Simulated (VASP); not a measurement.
Input of a VASP 6.6.1 run:

The input INCAR:

```
SYSTEM = AlGa3N4
ALGO = Normal
EDIFF = 1E-6
ENCUT = 520
GGA = PS
ISIF = 2
ISMEAR = -1
LASPH = .TRUE.
LCHARG = .FALSE.
LREAL = Auto
LWAVE = .FALSE.
NBANDS = 76
NELM = 60
PREC = Accurate
SIGMA = 0.3275
```

Contents of KPOINTS:

```
k-points
0
G
  3 3 3
  0 0 0
```

File POSCAR:

```
AlGa3N4
1.0
    5.8442820000      0.0295190000      0.0072460000
    0.0295190000      5.8328170000      0.1297100000
    0.0072460000      0.1297100000      5.8621710000
Al Ga N
2 6 8
Direct
    0.8245953362      0.3832075220      0.5210946298
    0.1226351662      0.0945874293      0.3310687632
    0.3910224984      0.2235335524      0.8349756356
    0.5858174904      0.9813192226      0.3962893074
    0.2731937975      0.7648899242      0.7311777586
    0.8903013809      0.0595624556      0.9876830281
    0.3738794249      0.5246711397      0.2288497635
    0.9453946283      0.5780451525      0.0526439125
    0.6939403495      0.6924552846      0.9002542734
    0.3366245505      0.9510541098      0.5344335186
    0.9016495673      0.8960390483      0.2687626670
    0.2137442182      0.1721713944      0.0509779540
    0.7093704242      0.1913298490      0.7843557074
    0.5157131675      0.7222121445      0.0141730433
    0.1845285480      0.4280541723      0.5464874786
    0.7260659081      0.3799416234      0.2770006499
```

Potentials or basis: VASP PAW PBE potentials, release 64 (Al, Ga_d, N).

Run with:

```bash
$ cat potpaw_PBE.64/Al/POTCAR potpaw_PBE.64/Ga_d/POTCAR potpaw_PBE.64/N/POTCAR > POTCAR
$ mpirun -np 1 vasp_std > vasp.out
```

**Question.** Estimate the pressure.

**Answer.** 11.5 GPa.

**Question.** Estimate the largest force.

**Answer.** 11.971 eV/Å.

Stress tensor (GPa, compression positive):
```
 5.57  0.41 -0.72
 0.41  8.94 -8.76
-0.72 -8.76 20.05
```

Caveat: the standard files for N, O and F lose accuracy on very short bonds; the atoms stand as in a frame of molecular dynamics; so wide a smearing shifts energies and pressures; the PAW data sets were made with another functional, which shifts forces and pressure a little.
